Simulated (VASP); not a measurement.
Zn3GeN:

```
CELL_PARAMETERS angstrom
3.83403 0.00000 0.00000
0.00000 3.83403 0.00000
0.00000 0.00000 4.84673
ATOMIC_POSITIONS crystal
Zn 0.00000 0.50000 0.50068
Zn 0.50000 0.50000 0.10014
Zn 0.50000 0.00000 0.50068
Ge 0.00000 0.00000 0.98389
N 0.50000 0.50000 0.68722
```

The cell was generated, and may not be a known phase.

* Program: VASP 6.6.1
* Task: relaxation of cell and atoms
* Functional: PBE
* Potentials or basis: VASP PAW PBE potentials, release 64 (Zn, Ge_d, N)
* Cutoff: 600 eV
* k mesh: 4 × 4 × 4
* Occupations: gaussian, width 0.1 eV
* Spin: no spin polarisation

At the start: pressure 2.5 GPa; volume 14.25 Å³/atom.

**Question.** Where does the relaxation end?

**Answer.** Over 20 steps the energy falls by 227.0 meV/atom and the volume is 15.83 Å³/atom (+11.1 %); space group P4mm (No. 99, to 0.1 Å) before and after.

Step by step:
```tsv
step	energy change (eV)	largest force (eV/Å)	pressure (GPa)	volume (Å³)
1	0.0000	1.3747	2.55	71.25
2	-0.1334	1.1414	-0.85	73.60
3	-0.2080	0.9197	-4.41	76.97
4	-0.3083	0.9326	-3.39	76.13
5	-0.5644	1.0884	0.45	73.59
6	-0.5070	1.8993	14.23	68.55
7	-0.6619	1.2670	4.73	71.65
8	-0.7571	1.2166	4.42	72.33
9	-0.9633	0.7057	4.17	74.38
10	-0.3359	3.3560	8.91	78.44
11	-0.9667	0.8415	4.63	74.84
12	-1.0648	0.5659	0.79	78.10
13	-1.0829	0.3842	-1.64	80.66
14	-1.1148	0.2604	-1.11	80.20
15	-1.1333	0.1166	-0.21	79.51
16	-1.1334	0.1211	-0.16	79.47
17	-1.1342	0.0622	-0.03	79.31
18	-1.1343	0.0761	0.03	79.23
19	-1.1347	0.0459	0.01	79.20
20	-1.1348	0.0247	-0.04	79.16
```

Final structure:
```
Zn Ge N
1.0
     3.67475    0.00000    0.00000
     0.00000    3.67475    0.00000
     0.00000    0.00000    5.86243
Zn Ge N
3 1 1
Direct
  0.00000 0.50000 0.49491
  0.50000 0.50000 0.98695
  0.50000 0.00000 0.49491
  0.00000 0.00000 0.14546
  0.50000 0.50000 0.65037
```

Caveat: the k points lie up to 0.43 Å⁻¹ apart in the final cell, too coarse for converged energies and pressures of a metal; a cell axis changed by over 15 % at a fixed basis, so the end point is rough.
